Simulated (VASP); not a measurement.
Crystal: Zr3H.

```
Zr H
1.0
     4.02096    0.00000    0.00000
     0.00000    4.02096    0.00000
     0.00000    0.00000    4.02096
Zr H
3 1
Direct
  0.50000 0.50000 0.00000
  0.50000 0.00000 0.50000
  0.00000 0.50000 0.50000
  0.00000 0.00000 0.00000
```

```yaml
Program: VASP 6.6.1
Task: relaxation of cell and atoms
Functional: PBE
Potentials_or_basis: VASP PAW PBE potentials, release 64 (Zr_sv, H)
Cutoff: 600 eV
k_mesh: 4 × 4 × 4
Occupations: gaussian, width 0.1 eV
Spin: no spin polarisation
```

At the start: pressure 16.3 GPa; volume 16.25 Å³/atom.

How do energy, volume and symmetry change on relaxing?

Over 3 steps the energy falls by 136.3 meV/atom and the volume is 19.23 Å³/atom (+18.3 %); space group Pm-3m (No. 221, to 0.05 Å).

The path:
```tsv
step	energy change (eV)	largest force (eV/Å)	pressure (GPa)	volume (Å³)
1	0.0000	0.0000	16.30	65.01
2	-0.4792	0.0000	-4.16	81.85
3	-0.5454	0.0000	0.04	76.93
```

Final structure:
```
Zr H
1.0
     4.25307    0.00000    0.00000
     0.00000    4.25307    0.00000
     0.00000    0.00000    4.25307
Zr H
3 1
Direct
  0.50000 0.50000 0.00000
  0.50000 0.00000 0.50000
  0.00000 0.50000 0.50000
  0.00000 0.00000 0.00000
```

Caveat: the k points lie up to 0.37 Å⁻¹ apart in the final cell; the volume moved by over 15 % at a fixed basis, so the end points are rough.
